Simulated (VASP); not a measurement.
Wanted: the native input for a VASP 6.6.1 run.

- Task: single point
- Functional: LDA
- Potentials or basis: VASP PAW LDA potentials, release 64 (O)
- Cutoff: 520 eV
- k mesh: 4 × 4 × 6
- Occupations: methfessel-paxton, width 0.01 eV
- Spin: no spin polarisation
- Dipole correction: no
- Further INCAR settings: ALGO = Normal; EDIFF = 1e-07; NBANDS = 20

The structure of O lies in POSCAR:

```
O
1.0
    4.7880040000      0.0000000000      0.0000000000
    0.0000000000      4.8665820000      0.0000000000
    0.0000000000      0.0000000000      3.2408980000
O
4
Direct
    0.2918550000      0.3210420000      0.0000000000
    0.7918550000      0.1789580000      0.5000000000
    0.2081450000      0.8210420000      0.5000000000
    0.7081450000      0.6789580000      0.0000000000
```

These files were run (other wordings do the same):

INCAR

```
SYSTEM = O
PREC = Accurate
ENCUT = 520
EDIFF = 1E-7
ISMEAR = 1
SIGMA = 0.01
LREAL = .FALSE.
LASPH = .TRUE.
NELM = 80
ALGO = Normal
ISIF = 2
LWAVE = .FALSE.
LCHARG = .FALSE.
GGA = CA
NBANDS = 20
```

KPOINTS

```
Automatic mesh
0
G
  4 4 6
  0 0 0
```

Potentials or basis: VASP PAW LDA potentials, release 64 (O).

Command:

```console
$ cat potpaw_LDA.64/O/POTCAR > POTCAR
$ mpirun -np 1 vasp_std > vasp.out
```

It gave:

- Pressure: -17.8 GPa
- Largest force: 0.804 eV/Å
- Band gap on the k mesh: zero (bands 12 and 13 overlap by 0.42 eV)

Caveat: the cell stands under tension.

Wall time 22 s on 1 thread of Intel(R) Xeon(R) Platinum 8259CL CPU @ 2.50GHz (Skylake/Cascade Lake) (shared host), peak memory 0.16 GiB.
